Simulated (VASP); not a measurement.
# MgSi2N2 (Immm) in VASP: further runs, part 2 of 2

VASP 6.6.1. Earlier steps stand in the parts before.

### 3 Single point, PBE

This run uses another cell than the first one, of 14.64 Å³/atom, 1.131 times its volume.

The input, INCAR:

```
SYSTEM = MgSi2N2
PREC     = Accurate       ! precision mode
ENCUT    = 520            ! plane-wave cutoff, eV
EDIFF    = 1E-6           ! SCF threshold, eV
ISMEAR   = 0              ! smearing method
SIGMA    = 0.1            ! smearing width, eV
LREAL    = .False.        ! projectors in reciprocal space
LASPH    = .True.         ! aspherical terms in the spheres
NELM     = 60             ! most SCF steps
ALGO     = Normal         ! electronic algorithm
ISIF     = 2              ! what is computed and relaxed
LWAVE    = .False.        ! write WAVECAR
LCHARG   = .True.         ! write CHGCAR
GGA      = PE             ! functional
LELF     = .True.         ! ELF
LVHAR    = .True.       
NBANDS   = 18             ! bands
```

The input, KPOINTS:

```
regular mesh
0
Gamma
  6 6 6
  0 0 0
```

The input, POSCAR:

```
MgSi2N2
1.0
   -1.9175936900      2.4621108900      3.8771361800
    1.9175936900     -2.4621108900      3.8771361800
    1.9175936900      2.4621108900     -3.8771361800
Mg Si N
1 2 2
Direct
    0.0000000000      0.0000000000      0.0000000000
    0.7011385100      0.2011385100      0.5000000000
    0.2988614900      0.7988614900      0.5000000000
    0.7411906800      0.5000000000      0.2411906800
    0.2588093200      0.5000000000      0.7588093200
```

Potentials or basis: VASP PAW PBE potentials, release 64 (Mg, Si, N).

On the command line:

```sh
cat potpaw_PBE.64/Mg/POTCAR potpaw_PBE.64/Si/POTCAR potpaw_PBE.64/N/POTCAR > POTCAR
mpirun -np 1 vasp_std > vasp.out
```

OUTCAR:

```text
SYSTEM = MgSi2N2
   PREC = Accurate
   ENCUT = 520
   EDIFF = 1E-6
   ISMEAR = 0
   LREAL = .False.
   LASPH = .True.
   NELM = 60
   ISIF = 2
   GGA = PE

 ion  position               nearest neighbor table
   1  0.000  0.000  0.000-   5 2.30   4 2.30   5 2.30   4 2.30   2 2.91   3 2.91   2 2.91   3 2.91
                             2 3.01   2 3.01   3 3.01   3 3.01
   2  0.701  0.201  0.500-   1 2.91   1 2.91   1 3.01   1 3.01   3 3.12
   3  0.299  0.799  0.500-   1 2.91   1 2.91   1 3.01   1 3.01   2 3.12
   4  0.741  0.500  0.241-   1 2.30   1 2.30
   5  0.259  0.500  0.759-   1 2.30   1 2.30

  LATTYP: Found a body centered orthorhombic cell.
 ALAT       =     3.8351873800
 B/A-ratio  =     1.2839585898
 C/A-ratio  =     2.0218757499

  Lattice vectors:

 A1 = (  -1.9175936900,   2.4621108900,   3.8771361800)
 A2 = (   1.9175936900,  -2.4621108900,   3.8771361800)
 A3 = (   1.9175936900,   2.4621108900,  -3.8771361800)

Analysis of symmetry for initial positions (statically):
=====================================================================
 Subroutine PRICEL returns:
 Original cell was already a primitive cell.

 Routine SETGRP: Setting up the symmetry group for a
 body centered orthorhombic supercell.

 Subroutine GETGRP returns: Found  8 space group operations
 (whereof  8 operations were pure point group operations)
 out of a pool of  8 trial point group operations.

The static configuration has the point symmetry D_2h.

Analysis of symmetry for dynamics (positions and initial velocities):
=====================================================================
 Subroutine PRICEL returns:
 Original cell was already a primitive cell.

 Routine SETGRP: Setting up the symmetry group for a
 body centered orthorhombic supercell.

 Subroutine GETGRP returns: Found  8 space group operations
 (whereof  8 operations were pure point group operations)
 out of a pool of  8 trial point group operations.

The dynamic configuration has the point symmetry D_2h.

 Subroutine INISYM returns: Found  8 space group operations
 (whereof  8 operations are pure point group operations),
 and found     1 'primitive' translations

----------------------------------------------------------------------------------------

                                     Primitive cell

  volume of cell :      73.2209

  direct lattice vectors                    reciprocal lattice vectors
    -1.917593690  2.462110890  3.877136180     0.000000000  0.203077774  0.128961165
     1.917593690 -2.462110890  3.877136180     0.260743453  0.000000000  0.128961165
     1.917593690  2.462110890 -3.877136180     0.260743453  0.203077774  0.000000000

  length of vectors
     4.977081530  4.977081530  4.977081530     0.240565094  0.290891957  0.330496189

  position of ions in fractional coordinates (direct lattice)
     0.000000000  0.000000000  0.000000000
     0.701138510  0.201138510  0.500000000
     0.298861490  0.798861490  0.500000000
     0.741190680  0.500000000  0.241190680
     0.258809320  0.500000000  0.758809320

  ion indices of the primitive-cell ions
   primitive index   ion index
                 1           1
                 2           2
                 3           3
                 4           4
                 5           5

[... 21 lines left out ...]
 Subroutine IBZKPT returns following result:
 ===========================================

 Found     46 irreducible k-points:

 Following reciprocal coordinates:
            Coordinates               Weight
  0.000000  0.000000  0.000000      1.000000
  0.166667 -0.000000  0.000000      4.000000
  0.333333 -0.000000  0.000000      4.000000
  0.500000 -0.000000  0.000000      2.000000
  0.000000  0.166667  0.000000      4.000000
  0.166667  0.166667  0.000000      8.000000
[... 16 lines left out ...]
 -0.166667  0.166667  0.166667      2.000000
  0.166667  0.333333  0.166667      4.000000
 [... further k-points ...]
   k-points           NKPTS =     46   k-points in BZ     NKDIM =     46   number of bands    NBANDS=     18
   number of dos      NEDOS =    301   number of ions     NIONS =      5
   total plane-waves  NPLWV =  64000
   dimension x,y,z NGX =    40 NGY =   40 NGZ =   40
   dimension x,y,z NGXF=    80 NGYF=   80 NGZF=   80
   ions per type =               1   2   2
   NGX,Y,Z   is equivalent  to a cutoff of  13.36, 13.36, 13.36 a.u.
   NGXF,Y,Z  is equivalent  to a cutoff of  26.72, 26.72, 26.72 a.u.
 SYSTEM =  MgSi2N2
   PREC   = accura    normal or accurate (medium, high low for compatibility)
   ISTART =      0    job   : 0-new  1-cont  2-samecut
   ICHARG =      2    charge: 1-file 2-atom 10-const
   ISPIN  =      1    spin polarized calculation?
   LNONCOLLINEAR =      F non collinear calculations
   LSORBIT =      F    spin-orbit coupling
   LASPH  =      T    aspherical Exc in radial PAW
   ENCUT  =  520.0 eV  38.22 Ry    6.18 a.u.   9.25  9.25  9.25*2*pi/ulx,y,z
   NELM   =     60;   NELMIN=  2; NELMDL= -5     # of ELM steps
   EDIFF  = 0.1E-05   stopping-criterion for ELM
   LREAL  =      F    real-space projection
   EDIFFG = 0.1E-04   stopping-criterion for IOM
   NSW    =      0    number of steps for IOM
   IBRION =     -1    ionic relax: 0-MD 1-quasi-New 2-CG
   NFREE  =      0    steps in history (QN), initial steepest desc. (CG)
   ISIF   =      2    stress and relaxation
   ISYM   =      2    0-nonsym 1-usesym 2-fastsym
   POTIM  = 0.5000    time-step for ionic-motion
   TEBEG  =    0.0;   TEEND  =   0.0 temperature during run
   PSTRESS=    0.0 pullay stress
   NELECT =      20.0000    total number of electrons
   NUPDOWN=      -1.0000    fix difference up-down
   EMIN   =  10.00;   EMAX   =-10.00  energy-range for DOS
   EFERMI =   0.00;   METHOD = LEGACY
   ISMEAR =     0;   SIGMA  =   0.10  broadening in eV -4-tet -1-fermi 0-gaus
   EFERMI_NEDOS =   21; number of points for ismear=-14 and -15
   IALGO  =     38    algorithm
   IMIX   =      4    mixing-type and parameters
     AMIX     =   0.40;   BMIX     =  1.00
     AMIX_MAG =   1.60;   BMIX_MAG =  1.00
  volume/ion in A,a.u.               =      14.64        98.82
  Fermi-wavevector in a.u.,A,eV,Ry     =   1.062200  2.007267 15.351038  1.128269
  Thomas-Fermi vector in A             =   2.197643
   LORBIT       =      0    0 simple, 1 ext, 2 COOP (PROOUT), +10 PAW based schemes
   GGA     = PE    functional components
   LHFCALC =     F    Hartree Fock is set to
   AEXX    =    0.0000 exact exchange contribution
   IVDW    =     0    specifies the selected vdW correction
   LEPSILON=     F    determine dielectric tensor
   LRPA    =     F    only Hartree local field effects (RPA)
 non-spin polarized calculation
 Gauss-broadening in eV      SIGMA  =   0.10
  energy-cutoff  :      520.00
  volume of cell :       73.22
 maximum number of plane-waves:      1992
 NGX is ok and might be reduce to    40
   NGX = 19   NGY = 19   NGZ = 19

 number of electron      20.0000000 magnetization

 Free energy of the ion-electron system (eV)
  ---------------------------------------------------
  ext. energy  EPLUGINS =         0.00000000
  ---------------------------------------------------
  free energy    TOTEN  =       -22.49365694 eV

  energy without entropy =      -22.47745364  energy(sigma->0) =      -22.48555529

 E-fermi :   5.2992     XC(G=0): -10.2162

 val. band max:        5.2930897937   @ k =  -0.3333   0.3333   0.0000
 cond. band min:       5.2997061222   @ k =   0.3333   0.3333   0.1667
 fundamental gap:      0.0066163285
 Fermi energy:         5.2992498178

 k-point     1 :       0.0000    0.0000    0.0000
  band No.  band energies     occupation
      1      -9.6224      2.00000
      2      -6.8909      2.00000
      3      -2.0563      2.00000
      4       0.2333      2.00000
      5       0.8804      2.00000
      6       1.2252      2.00000
[... 481 lines left out ...]
      5      -0.0354      2.00000
      6       0.9270      2.00000
[... 10 lines left out ...]
     17      11.8648      0.00000
     18      12.3815      0.00000

 [... further k-points ...]
[... 5 lines left out ...]
  --------------------------------------------------------------------------------------
  -------------------------------------------------------------------------------------
  Total       -9.1118357     -2.8466139     -3.8919682      0.0000000      0.0000000      0.0000000
  in kB     -199.3798275    -62.2879295    -85.1617581      0.0000000      0.0000000      0.0000000
  external PRESSURE =    -115.6098384 kB  Pullay stress =       0.0000000 kB

 VOLUME and BASIS-vectors are now :
 -----------------------------------------------------------------------------
  energy-cutoff  :      520.00
  volume of cell :       73.22
      direct lattice vectors                 reciprocal lattice vectors
    -1.917593690  2.462110890  3.877136180     0.000000000  0.203077774  0.128961165
     1.917593690 -2.462110890  3.877136180     0.260743453  0.000000000  0.128961165
     1.917593690  2.462110890 -3.877136180     0.260743453  0.203077774  0.000000000

 POSITION                                       TOTAL-FORCE (eV/Angst)
 -----------------------------------------------------------------------------------
      0.00000      0.00000      0.00000        -0.000000      0.000000     -0.000000
      0.00000      2.46211      1.55968         0.000000      0.000000      0.502121
      1.91759      0.00000      2.31745        -0.000000      0.000000     -0.502121
      0.00000      1.18768      3.87714        -0.000000      0.329617     -0.000000
      1.91759      1.27443     -0.00000        -0.000000     -0.329617     -0.000000
 -----------------------------------------------------------------------------------
    total drift:                               -0.000000     -0.000000      0.000000

  FREE ENERGIE OF THE ION-ELECTRON SYSTEM (eV)
  ---------------------------------------------------
  free  energy   TOTEN  =       -22.4936569397 eV

  energy  without entropy=      -22.4774536450  energy(sigma->0) =      -22.48555529
```

Wall time 83 s (1 thread of AMD EPYC 9R45 (Zen 5), shared host); peak memory 0.23 GiB.

Results:

| Quantity | Value |
| --- | --- |
| Free energy | -22.4937 eV |
| Pressure | -11.6 GPa |
| Largest force | 0.502 eV/Å |
| Band gap on the k mesh | zero (band 10 reaches 5.76 eV, above the bottom of band 11 at 5.07 eV) |

Forces on the atoms (eV/Å):
```
Mg   0.000  0.000  0.000
Si   0.000  0.000  0.502
Si   0.000  0.000 -0.502
N    0.000  0.330  0.000
N    0.000 -0.330  0.000
```

Stress tensor (GPa, compression positive):
```
-19.94   0.00   0.00
  0.00  -6.23   0.00
  0.00   0.00  -8.52
```

Levels at points of the mesh, in eV from the Fermi level:
```tsv
k point	band 6	band 7	band 8	band 9	band 10	band 11	band 12	band 13	band 14	band 15
(0.00, 0.00, 0.00)	-4.07	-3.95	-3.14	-1.58	0.19	0.35	1.37	1.88	2.12	2.51
(0.50, 0.00, 0.00)	-2.92	-2.48	-2.19	-1.09	-0.56	-0.20	0.94	2.11	2.51	2.71
(0.00, 0.50, 0.00)	-4.56	-3.71	-1.68	-1.64	0.18	0.76	0.88	1.63	2.27	2.91
(0.50, 0.50, 0.00)	-4.57	-2.64	-2.05	-1.53	-0.67	-0.17	-0.02	2.33	4.19	4.25
(0.50, 0.50, 0.50)	-3.07	-1.58	-1.37	-1.33	0.03	0.35	1.61	2.56	3.29	3.99
```
